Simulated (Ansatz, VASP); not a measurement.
# GaSnH3: VASP beside Ansatz

The input INCAR:

```
SYSTEM = GaSnH3
ALGO = Normal ; EDIFF = 1E-6
ENCUT = 520 ; GGA = PE
ISIF = 2 ; ISMEAR = 0
LASPH = .TRUE. ; LCHARG = .FALSE.
LREAL = .FALSE. ; LWAVE = .FALSE.
NBANDS = 23 ; NELM = 100
PREC = Accurate ; SIGMA = 0.1
```

The input KPOINTS:

```
k-points
0
G
  4 4 4
  0 0 0
```

File POSCAR:

```
GaSnH3
1.0
    3.8998398200      0.0000000000      0.0000000000
    0.0000000000      3.8998398200      0.0000000000
    0.0000000000      0.0000000000      5.5988364000
Ga Sn H
1 1 3
Direct
    0.5000000000      0.5000000000      0.5000000000
    0.0000000000      0.0000000000      0.0000000000
    0.0000000000      0.5000000000      0.5000000000
    0.5000000000      0.0000000000      0.5000000000
    0.0000000000      0.0000000000      0.5000000000
```

Input for Ansatz:

```yaml
crystal:
  lattice:
    - [3.89983982, 0.0, 0.0]
    - [0.0, 3.89983982, 0.0]
    - [0.0, 0.0, 5.5988364]
  atoms:
    - { symbol: Ga, position: [0.5, 0.5, 0.5] }
    - { symbol: Sn, position: [0.0, 0.0, 0.0] }
    - { symbol: H, position: [0.0, 0.5, 0.5] }
    - { symbol: H, position: [0.5, 0.0, 0.5] }
    - { symbol: H, position: [0.0, 0.0, 0.5] }
basis:
  ecutwfc: 420
kpoints:
  mp_grid: { grid: [4, 4, 4] }
hamiltonian:
  xc: pbe
scf:
  occupations: { method: gaussian, width: 0.1 }
  lower_state_search: "off"
output:
  forces: true
  stress: true
  eigenvalues: true
```

Alike in both runs: task single point; functional PBE; k mesh 4 × 4 × 4; occupations gaussian, width 0.1 eV; no spin polarisation.

|  | VASP | Ansatz |
| --- | --- | --- |
| version | VASP 6.6.1 | Ansatz 0.2.0 |
| potentials or method | VASP PAW PBE potentials, release 64 (Ga_d, Sn_d, H), cutoff 520 eV | scalar-relativistic, plane waves, PAW |
| valence electrons in the cell | 30 | 30 |

Ansatz gave:

| Item | Value |
| --- | --- |
| gap on the k mesh at the Fermi level (eV) | none |
| pressure (GPa) | -7.4 |
| traceless stress, the component that is largest in VASP (GPa) | -1.00 |

Problem. What did VASP give for the same quantities?

Solution. gap on the k mesh at the Fermi level (eV): none; pressure (GPa): -7.5; traceless stress, the component that is largest in VASP (GPa): -1.03.

A gap of «none» marks a metal or a gap that the smearing closes.

The k mesh is coarse, so the values compare programs but aren't converged.
